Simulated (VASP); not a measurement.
# CaO (Fm-3m) in VASP: notebook

Runs on CaO. Level: PBEsol. Tasks: single point.

All numbers are computed with VASP 6.6.1; they aren't measurements. Logs are shortened: lines on timing, memory, paths and dates and some standing lists are left out, and cuts for length are marked.

## (1) The cell of the first run

It takes space group Fm-3m (No. 225, cubic). Conventional cell: a = 4.796 Å, b = 4.796 Å, c = 4.796 Å, α = 90.00°, β = 90.00°, γ = 90.00°. Within 3.2 Å of Ca (site symmetry m-3m) lie 6 O at 2.40 Å. O (site symmetry m-3m) has 6 Ca at 2.40 Å within 3.2 Å.

## (2) Single point, PBEsol

INCAR

```
SYSTEM = CaO
PREC = Accurate ; ENCUT = 520
EDIFF = 1E-6 ; ISMEAR = 0
SIGMA = 0.01 ; LREAL = .FALSE.
LASPH = .TRUE. ; NELM = 80
ALGO = Normal ; ISIF = 2
LWAVE = .FALSE. ; LCHARG = .TRUE.
GGA = PS ; LELF = .TRUE.
LVHAR = .TRUE. ; NBANDS = 15
```

KPOINTS

```
Automatic mesh
0
G
  8 8 8
  0 0 0
```

POSCAR

```
CaO
1.0
    2.3978470259      2.3978470259      0.0000000000
   -2.3978470259      2.3978470259      0.0000000000
    0.0000000000      2.3978470259      2.3978470259
Ca O
1 1
Direct
    0.0000000000      0.0000000000      0.0000000000
    0.5000000000      0.5000000000      0.0000000000
```

Potentials or basis: VASP PAW PBE potentials, release 64 (Ca_sv, O).

Command:

```bash
$ cat potpaw_PBE.64/Ca_sv/POTCAR potpaw_PBE.64/O/POTCAR > POTCAR
$ mpirun -np 1 vasp_std > vasp.out
```

OUTCAR:

```text
SYSTEM = CaO
   PREC = Accurate
   ENCUT = 520
   EDIFF = 1E-6
   ISMEAR = 0
   LREAL = .FALSE.
   LASPH = .TRUE.
   NELM = 80
   ISIF = 2
   GGA = PS

 ion  position               nearest neighbor table
   1  0.000  0.000  0.000-   2 2.40   2 2.40   2 2.40   2 2.40   2 2.40   2 2.40
   2  0.500  0.500  0.000-   1 2.40   1 2.40   1 2.40   1 2.40   1 2.40   1 2.40

  LATTYP: Found a face centered cubic cell.
 ALAT       =     4.7956940518

  Lattice vectors:

 A1 = (   0.0000000000,   2.3978470259,   2.3978470259)
 A2 = (   2.3978470259,   0.0000000000,   2.3978470259)
 A3 = (   2.3978470259,   2.3978470259,   0.0000000000)

Analysis of symmetry for initial positions (statically):
=====================================================================
 Subroutine PRICEL returns:
 Original cell was already a primitive cell.

 Routine SETGRP: Setting up the symmetry group for a
 face centered cubic supercell.

 Subroutine GETGRP returns: Found 48 space group operations
 (whereof 48 operations were pure point group operations)
 out of a pool of 48 trial point group operations.

The static configuration has the point symmetry O_h .

Analysis of symmetry for dynamics (positions and initial velocities):
=====================================================================
 Subroutine PRICEL returns:
 Original cell was already a primitive cell.

 Routine SETGRP: Setting up the symmetry group for a
 face centered cubic supercell.

 Subroutine GETGRP returns: Found 48 space group operations
 (whereof 48 operations were pure point group operations)
 out of a pool of 48 trial point group operations.

The dynamic configuration has the point symmetry O_h .

 Subroutine INISYM returns: Found 48 space group operations
 (whereof 48 operations are pure point group operations),
 and found     1 'primitive' translations

----------------------------------------------------------------------------------------

                                     Primitive cell

  volume of cell :      27.5737

  direct lattice vectors                    reciprocal lattice vectors
     2.397847026  2.397847026  0.000000000     0.208520391  0.208520391 -0.208520391
    -2.397847026  2.397847026  0.000000000    -0.208520391  0.208520391 -0.208520391
     0.000000000  2.397847026  2.397847026     0.000000000  0.000000000  0.417040783

  length of vectors
     3.391067785  3.391067785  3.391067785     0.361167912  0.361167912  0.417040783

  position of ions in fractional coordinates (direct lattice)
     0.000000000  0.000000000  0.000000000
     0.500000000  0.500000000  0.000000000

  ion indices of the primitive-cell ions
   primitive index   ion index
                 1           1
                 2           2

----------------------------------------------------------------------------------------

 KPOINTS: Automatic mesh

Automatic generation of k-mesh.
 Grid dimensions read from file:
 generate k-points for:    8    8    8

 Generating k-lattice:

  Cartesian coordinates                     Fractional coordinates (reciprocal lattice)
     0.026065049  0.026065049 -0.026065049     0.125000000  0.000000000  0.000000000
    -0.026065049  0.026065049 -0.026065049     0.000000000  0.125000000  0.000000000
     0.000000000  0.000000000  0.052130098     0.000000000  0.000000000  0.125000000

  Length of vectors
     0.045145989  0.045145989  0.052130098

  Shift w.r.t. Gamma in fractional coordinates (k-lattice)
     0.000000000  0.000000000  0.000000000

 Subroutine IBZKPT returns following result:
 ===========================================

 Found     29 irreducible k-points:

 Following reciprocal coordinates:
            Coordinates               Weight
  0.000000  0.000000  0.000000      1.000000
  0.125000  0.000000  0.000000      8.000000
  0.250000  0.000000  0.000000      8.000000
  0.375000  0.000000  0.000000      8.000000
  0.500000  0.000000  0.000000      4.000000
  0.125000  0.125000  0.000000     12.000000
[... 16 lines left out ...]
  0.375000  0.250000  0.125000     48.000000
  0.500000  0.250000  0.125000     24.000000
 [... further k-points ...]
   k-points           NKPTS =     29   k-points in BZ     NKDIM =     29   number of bands    NBANDS=     15
   number of dos      NEDOS =    301   number of ions     NIONS =      2
   total plane-waves  NPLWV =  21952
   dimension x,y,z NGX =    28 NGY =   28 NGZ =   28
   dimension x,y,z NGXF=    56 NGYF=   56 NGZF=   56
   ions per type =               1   1
   NGX,Y,Z   is equivalent  to a cutoff of  13.73, 13.73, 13.73 a.u.
   NGXF,Y,Z  is equivalent  to a cutoff of  27.45, 27.45, 27.45 a.u.
 SYSTEM =  CaO
   PREC   = accura    normal or accurate (medium, high low for compatibility)
   ISTART =      0    job   : 0-new  1-cont  2-samecut
   ICHARG =      2    charge: 1-file 2-atom 10-const
   ISPIN  =      1    spin polarized calculation?
   LNONCOLLINEAR =      F non collinear calculations
   LSORBIT =      F    spin-orbit coupling
   LASPH  =      T    aspherical Exc in radial PAW
   ENCUT  =  520.0 eV  38.22 Ry    6.18 a.u.   6.31  6.31  6.31*2*pi/ulx,y,z
   NELM   =     80;   NELMIN=  2; NELMDL= -5     # of ELM steps
   EDIFF  = 0.1E-05   stopping-criterion for ELM
   LREAL  =      F    real-space projection
   EDIFFG = 0.1E-04   stopping-criterion for IOM
   NSW    =      0    number of steps for IOM
   IBRION =     -1    ionic relax: 0-MD 1-quasi-New 2-CG
   NFREE  =      0    steps in history (QN), initial steepest desc. (CG)
   ISIF   =      2    stress and relaxation
   ISYM   =      2    0-nonsym 1-usesym 2-fastsym
   POTIM  = 0.5000    time-step for ionic-motion
   TEBEG  =    0.0;   TEEND  =   0.0 temperature during run
   PSTRESS=    0.0 pullay stress
   NELECT =      16.0000    total number of electrons
   NUPDOWN=      -1.0000    fix difference up-down
   EMIN   =  10.00;   EMAX   =-10.00  energy-range for DOS
   EFERMI =   0.00;   METHOD = LEGACY
   ISMEAR =     0;   SIGMA  =   0.01  broadening in eV -4-tet -1-fermi 0-gaus
   EFERMI_NEDOS =   21; number of points for ismear=-14 and -15
   IALGO  =     38    algorithm
   IMIX   =      4    mixing-type and parameters
     AMIX     =   0.40;   BMIX     =  1.00
     AMIX_MAG =   1.60;   BMIX_MAG =  1.00
  volume/ion in A,a.u.               =      13.79        93.04
  Fermi-wavevector in a.u.,A,eV,Ry     =   1.365474  2.580371 25.368315  1.864519
  Thomas-Fermi vector in A             =   2.491699
   LORBIT       =      0    0 simple, 1 ext, 2 COOP (PROOUT), +10 PAW based schemes
   GGA     = PS    functional components
   LHFCALC =     F    Hartree Fock is set to
   AEXX    =    0.0000 exact exchange contribution
   IVDW    =     0    specifies the selected vdW correction
   LEPSILON=     F    determine dielectric tensor
   LRPA    =     F    only Hartree local field effects (RPA)
 non-spin polarized calculation
 Gauss-broadening in eV      SIGMA  =   0.01
  energy-cutoff  :      520.00
  volume of cell :       27.57
 maximum number of plane-waves:       754
 NGX is ok and might be reduce to    28
   NGX = 13   NGY = 13   NGZ = 13

 number of electron      15.9999997 magnetization

 Free energy of the ion-electron system (eV)
  ---------------------------------------------------
  ext. energy  EPLUGINS =         0.00000000
  ---------------------------------------------------
  free energy    TOTEN  =       -13.41018659 eV

  energy without entropy =      -13.41018659  energy(sigma->0) =      -13.41018659

 E-fermi :   2.3039     XC(G=0): -10.7691

 val. band max:        2.2329015824   @ k =   0.0000   0.0000   0.0000
 cond. band min:       5.7637547503   @ k =   0.5000   0.5000   0.0000
 fundamental gap:      3.5308531679
 Fermi energy:         2.3039319770

 k-point     1 :       0.0000    0.0000    0.0000
  band No.  band energies     occupation
      1     -35.1268      2.00000
      2     -15.9627      2.00000
      3     -15.9627      2.00000
      4     -15.9627      2.00000
      5     -13.2242      2.00000
      6       2.2329      2.00000
      7       2.2329      2.00000
      8       2.2329      2.00000
      9       6.8501      0.00000
     10       8.4414      0.00000
     11       8.4414      0.00000
     12       8.4414      0.00000
     13       9.9896      0.00000
     14       9.9896      0.00000
     15      17.1035      0.00000

 k-point     2 :       0.1250    0.0000    0.0000
  band No.  band energies     occupation
      1     -35.1108      2.00000
      2     -16.1926      2.00000
      3     -15.9711      2.00000
      4     -15.9711      2.00000
      5     -12.9842      2.00000
      6       1.6801      2.00000
      7       2.0162      2.00000
      8       2.0162      2.00000
      9       7.5448      0.00000
     10       8.3937      0.00000
     11       8.7132      0.00000
     12       8.7132      0.00000
     13      10.3671      0.00000
     14      10.3671      0.00000
     15      17.7252      0.00000

 k-point     3 :       0.2500    0.0000    0.0000
  band No.  band energies     occupation
      1     -35.0720      2.00000
      2     -16.6437      2.00000
      3     -15.9912      2.00000
      4     -15.9912      2.00000
      5     -12.5063      2.00000
      6       0.6532      2.00000
      7       1.5534      2.00000
      8       1.5534      2.00000
      9       8.4443      0.00000
     10       9.0223      0.00000
     11       9.4277      0.00000
     12       9.4277      0.00000
     13      11.2749      0.00000
     14      11.2749      0.00000
     15      18.1403      0.00000
[... 343 lines left out ...]
 k-point    23 :       0.3750    0.2500    0.1250
  band No.  band energies     occupation
      1     -35.0126      2.00000
      2     -16.8447      2.00000
      3     -16.2000      2.00000
      4     -16.0687      2.00000
      5     -12.3104      2.00000
      6       0.1827      2.00000
      7       1.1378      2.00000
      8       1.3713      2.00000
      9       8.0640      0.00000
     10       9.7077      0.00000
     11      10.7524      0.00000
     12      10.8494      0.00000
     13      12.2390      0.00000
     14      13.3721      0.00000
     15      16.9974      0.00000

 k-point    24 :       0.5000    0.2500    0.1250
  band No.  band energies     occupation
      1     -34.9996      2.00000
      2     -16.9096      2.00000
      3     -16.2161      2.00000
      4     -16.0955      2.00000
      5     -12.2529      2.00000
      6       0.1290      2.00000
      7       1.0800      2.00000
      8       1.1527      2.00000
      9       8.9640      0.00000
     10       9.0260      0.00000
     11      11.0587      0.00000
     12      11.2282      0.00000
     13      12.5446      0.00000
     14      14.1641      0.00000
     15      16.0678      0.00000

 [... further k-points ...]
[... 5 lines left out ...]
  --------------------------------------------------------------------------------------
  -------------------------------------------------------------------------------------
  Total       -0.2443302     -0.2443302     -0.2443302     -0.0000000     -0.0000000     -0.0000000
  in kB      -14.1968950    -14.1968950    -14.1968950     -0.0000000     -0.0000000     -0.0000000
  external PRESSURE =     -14.1968950 kB  Pullay stress =       0.0000000 kB

 VOLUME and BASIS-vectors are now :
 -----------------------------------------------------------------------------
  energy-cutoff  :      520.00
  volume of cell :       27.57
      direct lattice vectors                 reciprocal lattice vectors
     2.397847026  2.397847026  0.000000000     0.208520391  0.208520391 -0.208520391
    -2.397847026  2.397847026  0.000000000    -0.208520391  0.208520391 -0.208520391
     0.000000000  2.397847026  2.397847026     0.000000000  0.000000000  0.417040783

 POSITION                                       TOTAL-FORCE (eV/Angst)
 -----------------------------------------------------------------------------------
      0.00000      0.00000      0.00000         0.000000     -0.000000      0.000000
      0.00000      2.39785      0.00000        -0.000000      0.000000      0.000000
 -----------------------------------------------------------------------------------
    total drift:                               -0.000000      0.000000     -0.000000

  FREE ENERGIE OF THE ION-ELECTRON SYSTEM (eV)
  ---------------------------------------------------
  free  energy   TOTEN  =       -13.4101865881 eV

  energy  without entropy=      -13.4101865881  energy(sigma->0) =      -13.41018659
```

Wall time 6.5 s (1 thread of Intel Xeon 6975P-C (Granite Rapids), shared host); peak memory 0.16 GiB.

What came out:

```yaml
Free_energy: -13.4102 eV
Pressure: -1.4 GPa
Band_gap_on_the_k_mesh: 3.53 eV, indirect (least direct gap 3.91 eV)
```

Levels at points of the mesh, in eV from the valence-band top:
```
           k point  band 6  band 7  band 8  band 9  band 10  band 11
(0.00, 0.00, 0.00)    0.00    0.00    0.00    4.62     6.21     6.21
(0.50, 0.00, 0.00)   -2.71   -1.23   -1.23    7.05     8.38     8.41
(0.50, 0.50, 0.00)   -1.32   -0.38   -0.38    3.53     8.09     8.96
```

Caveat: the PAW data sets were made with another functional, which shifts forces and pressure a little. A k mesh can miss the band edges.

## (3) Single point, PBEsol

INCAR

```
PREC = Accurate ; ENCUT = 520
EDIFF = 1E-6 ; ISMEAR = 0
SIGMA = 0.01 ; LREAL = False
LASPH = True ; NELM = 60
ALGO = Normal ; ISIF = 2
LWAVE = False ; LCHARG = False
GGA = PS ; NBANDS = 15
```

KPOINTS

```
regular mesh
0
Gamma
  8 8 8
```

POSCAR

```
CaO
1.0
    2.3978470260      2.3978470260      0.0000000000
   -2.3978470260      2.3978470260      0.0000000000
    0.0000000000      2.3978470260      2.3978470260
Ca O
1 1
Direct
    0.0000000000      0.0000000000      0.0000000000
    0.5000000000      0.5000000000      0.0000000000
```

Potentials or basis: VASP PAW PBE potentials, release 64 (Ca_sv, O).

Command:

```bash
$ cat potpaw_PBE.64/Ca_sv/POTCAR potpaw_PBE.64/O/POTCAR > POTCAR
$ mpirun -np 1 vasp_std > vasp.out
```

Wall time 6.2 s (1 thread of Intel Xeon 6975P-C (Granite Rapids), shared host); peak memory 0.16 GiB.

Results (log left out):

* Free energy: -13.4102 eV
* Pressure: -1.4 GPa
* Band gap on the k mesh: 3.53 eV, indirect (least direct gap 3.91 eV)

Levels at points of the mesh, in eV from the valence-band top:
```csv
k point,band 5,band 6,band 7,band 8,band 9,band 10,band 11,band 12
"(0.00, 0.00, 0.00)",-15.46,0.00,0.00,0.00,4.62,6.21,6.21,6.21
"(0.50, 0.00, 0.00)",-14.19,-2.71,-1.23,-1.23,7.05,8.38,8.41,8.41
"(0.50, 0.50, 0.00)",-15.21,-1.32,-0.38,-0.38,3.53,8.09,8.96,9.64
```

Caveat: the PAW data sets were made with another functional, which shifts forces and pressure a little. A k mesh can miss the band edges.
